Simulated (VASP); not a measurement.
# TiTe2 (P-3m1) in VASP: notebook, part 2 of 2

VASP 6.6.1.

### 4 Single point, r2SCAN50

The input, POSCAR:

```
TiTe2
1.0
    3.7770000000      0.0000000000      0.0000000000
   -1.8885000000      3.2709779501      0.0000000000
    0.0000000000      0.0000000000      6.4980000000
Te Ti
2 1
Direct
    0.3333333333      0.6666666667      0.7372000000
    0.6666666667      0.3333333333      0.2628000000
    0.0000000000      0.0000000000      0.0000000000
```

The input, INCAR.step1:

```
PREC = Accurate ; ENCUT = 520
EDIFF = 1E-5 ; ISMEAR = -1
SIGMA = 0.05 ; LREAL = F
LASPH = T ; NELM = 100
ALGO = Normal ; ISIF = 2
LWAVE = T ; LCHARG = F
GGA = PE ; NBANDS = 19
```

The input, INCAR.step2:

```
PREC = Accurate ; ENCUT = 520
EDIFF = 1E-6 ; ISMEAR = -1
SIGMA = 0.05 ; LREAL = F
LASPH = T ; NELM = 100
ALGO = Normal ; ISIF = 2
LWAVE = F ; LCHARG = F
METAGGA = R2SCAN ; LHFCALC = T
AEXX = 0.5 ; LMIXTAU = T
PRECFOCK = Normal ; ISTART = 1
NBANDS = 19
```

The input, KPOINTS:

```
regular mesh
0
Gamma
  4 4 2
```

Potentials or basis: VASP PAW PBE potentials, release 64 (Te, Ti_sv).

Launch:

```sh
$ cat potpaw_PBE.64/Te/POTCAR potpaw_PBE.64/Ti_sv/POTCAR > POTCAR
$ cp INCAR.step1 INCAR
$ mpirun -np 1 vasp_std > vasp.out
$ cp INCAR.step2 INCAR
$ mpirun -np 1 vasp_std > vasp.out
```

OUTCAR:

```text
PREC = Accurate
   ENCUT = 520
   EDIFF = 1E-6
   ISMEAR = -1
   LREAL = F
   LASPH = T
   NELM = 100
   ISIF = 2
   METAGGA = R2SCAN
   LHFCALC = T
   AEXX = 0.5
   PRECFOCK = Normal
   ISTART = 1

 ion  position               nearest neighbor table
   1  0.333  0.667  0.737-   3 2.77   3 2.77   3 2.77
   2  0.667  0.333  0.263-   3 2.77   3 2.77   3 2.77
   3  0.000  0.000  0.000-   1 2.77   2 2.77   2 2.77   1 2.77   2 2.77   1 2.77

  LATTYP: Found a hexagonal cell.
 ALAT       =     3.7770000000
 C/A-ratio  =     1.7204130262

  Lattice vectors:

 A1 = (   3.7770000000,   0.0000000000,   0.0000000000)
 A2 = (  -1.8885000000,   3.2709779501,   0.0000000000)
 A3 = (   0.0000000000,   0.0000000000,   6.4980000000)

Analysis of symmetry for initial positions (statically):
=====================================================================
 Subroutine PRICEL returns:
 Original cell was already a primitive cell.

 Routine SETGRP: Setting up the symmetry group for a
 hexagonal supercell.

 Subroutine GETGRP returns: Found 12 space group operations
 (whereof 12 operations were pure point group operations)
 out of a pool of 24 trial point group operations.

The static configuration has the point symmetry D_3d.

Analysis of symmetry for dynamics (positions and initial velocities):
=====================================================================
 Subroutine PRICEL returns:
 Original cell was already a primitive cell.

 Routine SETGRP: Setting up the symmetry group for a
 hexagonal supercell.

 Subroutine GETGRP returns: Found 12 space group operations
 (whereof 12 operations were pure point group operations)
[... 106 lines left out ...]
     AMIX     =   0.40;   BMIX     =  1.00
     AMIX_MAG =   1.60;   BMIX_MAG =  1.00
  volume/ion in A,a.u.               =      26.76       180.58
  Fermi-wavevector in a.u.,A,eV,Ry     =   1.094655  2.068597 16.303438  1.198269
  Thomas-Fermi vector in A             =   2.230964
   LORBIT       =      0    0 simple, 1 ext, 2 COOP (PROOUT), +10 PAW based schemes
   METAGGA = R2SCAN    functional components
   LHFCALC =     T    Hartree Fock is set to
   PRECFOCK=normal    Normal, Fast or Accurate (Low or Medium for compatibility)
   ENCUT4O =  -1.0   cutoff for four orbital integrals eV
   NKREDX  =     1    reduce k-point grid by
   NKREDY  =     1    reduce k-point grid by
   NKREDZ  =     1    reduce k-point grid by
   AEXX    =    0.5000 exact exchange contribution
   HFSCREEN=    0.0000 screening length (either q_TF or 0.3 A-1)
   HFSCREENC=   0.0000 screening length for correlation (either q_TF or 0.3 A-1)
   ENCUTFOCK=  -1.0 apply spherical cutoff to Coloumb kernel
   IVDW    =     0    specifies the selected vdW correction
   LEPSILON=     F    determine dielectric tensor
   LRPA    =     F    only Hartree local field effects (RPA)
 non-spin polarized calculation
  energy-cutoff  :      520.00
  volume of cell :       80.28
 maximum number of plane-waves:      2175
 NGX is ok and might be reduce to    28
  NGX = 24; NGY = 24; NGZ = 40

 number of electron      23.9999998 magnetization

 Free energy of the ion-electron system (eV)
  ---------------------------------------------------
  ext. energy  EPLUGINS =         0.00000000
  ---------------------------------------------------
  free energy    TOTEN  =       -53.92896398 eV

  energy without entropy =      -53.92896386  energy(sigma->0) =      -53.92896392

 E-fermi :   7.1703     XC(G=0):  -5.8467

 val. band max:        6.4236969796   @ k =   0.5000   0.0000   0.5000
 cond. band min:       7.8769303628   @ k =   0.0000   0.0000   0.5000
 fundamental gap:      1.4532333831
 Fermi energy:         7.1702784285

 k-point     1 :       0.0000    0.0000    0.0000
  band No.  band energies     occupation
      1     -62.8815      2.00000
      2     -35.4335      2.00000
      3     -35.4297      2.00000
      4     -35.4273      2.00000
      5      -9.7713      2.00000
      6      -7.8348      2.00000
[... 153 lines left out ...]
      6      -7.3946      2.00000
[... 11 lines left out ...]
     18      14.3013      0.00000
     19      14.3847      0.00000

------------------------ aborting loop because EDIFF is reached ----------------------------------------

  FORCE on cell =-STRESS in cart. coord.  units (eV):
  Direction    XX          YY          ZZ          XY          YZ          ZX
  --------------------------------------------------------------------------------------
  -------------------------------------------------------------------------------------
  Total       -0.9910416     -0.9910416     -0.9710017     -0.0000000      0.0000000     -0.0000000
  in kB      -19.7787184    -19.7787184    -19.3787720     -0.0000000      0.0000000     -0.0000000
  external PRESSURE =     -19.6454029 kB  Pullay stress =       0.0000000 kB

 VOLUME and BASIS-vectors are now :
 -----------------------------------------------------------------------------
  energy-cutoff  :      520.00
  volume of cell :       80.28
      direct lattice vectors                 reciprocal lattice vectors
     3.777000000  0.000000000  0.000000000     0.264760392  0.152859484  0.000000000
    -1.888500000  3.270977950  0.000000000     0.000000000  0.305718967  0.000000000
     0.000000000  0.000000000  6.498000000     0.000000000  0.000000000  0.153893506

 POSITION                                       TOTAL-FORCE (eV/Angst)
 -----------------------------------------------------------------------------------
     -0.00000      2.18065      4.79033        -0.000000     -0.000000      0.695257
      1.88850      1.09033      1.70767         0.000000      0.000000     -0.695257
      0.00000      0.00000      0.00000         0.000000      0.000000      0.000000
 -----------------------------------------------------------------------------------
    total drift:                               -0.000000     -0.000000     -0.000000

  FREE ENERGIE OF THE ION-ELECTRON SYSTEM (eV)
  ---------------------------------------------------
  free  energy   TOTEN  =       -53.9289639782 eV

  energy  without entropy=      -53.9289638603  energy(sigma->0) =      -53.92896392
```

OUTCAR.step1:

```text
PREC = Accurate
   ENCUT = 520
   EDIFF = 1E-5
   ISMEAR = -1
   LREAL = F
   LASPH = T
[... 382 lines left out ...]
     -0.00000      2.18065      4.79033        -0.000000      0.000000     -0.009479
      1.88850      1.09033      1.70767         0.000000     -0.000000      0.009479
      0.00000      0.00000      0.00000         0.000000      0.000000      0.000000
 -----------------------------------------------------------------------------------
    total drift:                                0.000000     -0.000000     -0.000000

  FREE ENERGIE OF THE ION-ELECTRON SYSTEM (eV)
  ---------------------------------------------------
  free  energy   TOTEN  =       -16.1585677497 eV

  energy  without entropy=      -16.1478062943  energy(sigma->0) =      -16.15318702
```

OSZICAR.step1:

```text
N       E                     dE             d eps       ncg     rms          rms(c)
DAV:   1     0.180545751894E+03    0.18055E+03   -0.10868E+04   304   0.118E+03
DAV:   2    -0.170228280731E+01   -0.18225E+03   -0.17769E+03   336   0.304E+02
DAV:   3    -0.176351280547E+02   -0.15933E+02   -0.15460E+02   460   0.827E+01
DAV:   4    -0.183119087328E+02   -0.67678E+00   -0.67461E+00   383   0.155E+01
DAV:   5    -0.183360965597E+02   -0.24188E-01   -0.24175E-01   442   0.286E+00    0.120E+01
DAV:   6    -0.185906976162E+02   -0.25460E+00   -0.36038E+01   340   0.373E+01    0.148E+01
DAV:   7    -0.164162091737E+02    0.21745E+01   -0.31266E+01   354   0.320E+01    0.540E+00
DAV:   8    -0.161626452733E+02    0.25356E+00   -0.12665E+00   367   0.805E+00    0.177E+00
DAV:   9    -0.161758675307E+02   -0.13222E-01   -0.29437E-01   383   0.346E+00    0.148E+00
DAV:  10    -0.161618635001E+02    0.14004E-01   -0.23321E-01   352   0.352E+00    0.786E-01
DAV:  11    -0.161586368323E+02    0.32267E-02   -0.16301E-02   355   0.100E+00    0.328E-01
DAV:  12    -0.161586441043E+02   -0.72720E-05   -0.41705E-04   346   0.150E-01    0.216E-01
DAV:  13    -0.161585701602E+02    0.73944E-04   -0.26962E-04   438   0.127E-01    0.586E-02
DAV:  14    -0.161585677497E+02    0.24105E-05   -0.13872E-05   263   0.239E-02
   1 F= -.16158568E+02 E0= -.16153187E+02  d E =-.107615E-01
```

It took 28 min on 1 thread of Intel Xeon Platinum 8488C (Sapphire Rapids), shared host; peak memory 0.22 GiB.

Results:

```
Free energy            : -53.9290 eV
Pressure               : -2.0 GPa
Largest force          : 0.695 eV/Å
Band gap on the k mesh : zero (band 12 reaches 8.24 eV, above the bottom of band 13 at 6.42 eV)
```

Forces in eV/Å, atoms in the order of the input:
```
Te   0.000  0.000  0.695
Te   0.000  0.000 -0.695
Ti   0.000  0.000  0.000
```

Levels at points of the mesh, in eV from the Fermi level:
```
           k point  band 8  band 9  band 10  band 11  band 12  band 13  band 14  band 15  band 16  band 17
(0.00, 0.00, 0.00)   -4.29   -4.24    -1.17     0.96     1.07     1.47     1.48     1.72     4.10     4.16
(0.50, 0.00, 0.00)   -6.59   -5.33    -4.91    -4.40    -3.34     0.79     2.73     3.18     3.46     4.57
(0.00, 0.00, 0.50)   -5.06   -4.17    -4.16    -0.77     0.71     1.48     1.49     2.45     4.70     4.71
(0.50, 0.00, 0.50)   -7.62   -5.07    -4.71    -3.20    -2.75    -0.75     2.60     3.25     3.76     4.68
```

Caveat: the k points lie up to 0.48 Å⁻¹ apart; the PAW data sets were made with another functional, which shifts forces and pressure a little; spin-orbit coupling is left out, which moves the levels of the heavy elements.

### 5 Single point, HF

POSCAR is that of step 4.

The input, INCAR.step1:

```
SYSTEM = TiTe2
PREC = Accurate
ENCUT = 520
EDIFF = 1E-5
ISMEAR = -1
SIGMA = 0.05
LREAL = .False.
LASPH = .True.
NELM = 80
ALGO = Normal
ISIF = 2
LWAVE = .True.
LCHARG = .False.
NBANDS = 19
GGA = PE
```

The input, INCAR.step2:

```
SYSTEM = TiTe2
PREC = Accurate
ENCUT = 520
EDIFF = 1E-7
ISMEAR = -1
SIGMA = 0.05
LREAL = .False.
LASPH = .True.
NELM = 80
ALGO = Normal
ISIF = 2
LWAVE = .False.
LCHARG = .False.
GGA = PE
LHFCALC = .True.
AEXX = 1.0
ALDAC = 0.0
AGGAC = 0.0
PRECFOCK = Normal
NBANDS = 19
ISTART = 1
```

The input, KPOINTS:

```
regular mesh
0
Gamma
  4 4 2
  0 0 0
```

Launch:

```sh
$ cat potpaw_PBE.64/Te/POTCAR potpaw_PBE.64/Ti_sv/POTCAR > POTCAR
$ cp INCAR.step1 INCAR
$ mpirun -np 1 vasp_std > vasp.out
$ cp INCAR.step2 INCAR
$ mpirun -np 1 vasp_std > vasp.out
```

It took 69 min on 1 thread of Intel Xeon Platinum 8259CL at 2.50GHz (Skylake/Cascade Lake), shared host; peak memory 0.21 GiB.

The run converged. Its results:

| Property | Result |
| --- | --- |
| Free energy | -41.1542 eV |
| Pressure | 5.5 GPa |
| Largest force | 1.023 eV/Å |
| Band gap on the k mesh | 4.86 eV, indirect (least direct gap 5.67 eV) |

Forces in eV/Å, atoms in the order of the input:
```
Te   0.000  0.000  1.023
Te   0.000  0.000 -1.023
Ti   0.000  0.000  0.000
```

Stress tensor (GPa, compression positive):
```
7.94 0.00 0.00
0.00 7.94 0.00
0.00 0.00 0.70
```

Levels at points of the mesh, in eV from the valence-band top:
```
           k point  band 8  band 9  band 10  band 11  band 12  band 13  band 14  band 15  band 16  band 17
(0.00, 0.00, 0.00)   -4.46   -4.46    -0.88     0.00     0.00     5.67     5.67     6.12     7.85     7.85
(0.50, 0.00, 0.00)   -6.86   -5.44    -5.03    -4.56    -3.24     4.88     6.72     6.96     8.26     8.80
(0.00, 0.00, 0.50)   -4.91   -4.37    -4.37    -0.37    -0.37     5.77     5.77     6.55     8.38     8.38
(0.50, 0.00, 0.50)   -8.00   -5.30    -4.91    -3.22    -2.62     4.86     6.38     7.63     8.30     8.42
```

Caveat: the k points lie up to 0.48 Å⁻¹ apart; the PAW data sets were made with another functional, which shifts forces and pressure a little; spin-orbit coupling is left out, which moves the levels of the heavy elements. A k mesh can miss the band edges.

### 6 The runs side by side

| level | gap on the mesh (eV) | pressure (GPa) | largest force (eV/Å) |
| --- | --- | --- | --- |
| r2SCAN0 | none | -0.5 | 0.44 |
| r2SCANh | none | 0.3 | 0.25 |
| r2SCAN50 | none | -2.0 | 0.70 |
| HF | 4.86 | 5.5 | 1.02 |

Alike in all rows: task single point; potentials or basis VASP PAW PBE potentials, release 64 (Te, Ti_sv); no spin polarisation; cell as given; k mesh 4 × 4 × 2; cutoff (eV) 520; smearing fermi-dirac 0.05 eV.

Caveats: all runs use coarse meshes; the PAW data sets were made with another functional, which shifts forces and pressure a little; spin-orbit coupling is left out, which moves the levels of the heavy elements.

Absolute energies hang on the potentials; compare differences alone.
